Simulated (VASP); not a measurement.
Runs of VASP 6.6.1 on Ga3Cu. The structure is that of space group Pm-3m (No. 221), or close to it. The cells are those of the table. 

```csv
cell,gap on the mesh (eV),pressure (GPa)
"a = 3.925 Å, 4 atoms",none,-1.2
"a = 3.962 Å, 4 atoms",none,(a)
"a = 4.140 Å, 4 atoms",none,-9.7
"a = 3.999 Å, 4 atoms",none,(b)
"a = 4.035 Å, 4 atoms",none,-6.2
```

Alike in all rows: task single point; level LDA; potentials or basis VASP PAW LDA potentials, release 64 (Ga_d, Cu); no spin polarisation; k mesh 6 × 6 × 6; cutoff (eV) 520; smearing methfessel-paxton 0.02 eV.

Q: Fill in the values left out.

A: (a) -2.5; (b) -4.5.

A k mesh can miss the band edges, and the runs leave out spin-orbit coupling on Ga.

A gap of «none» marks levels without a gap at the run's occupations.
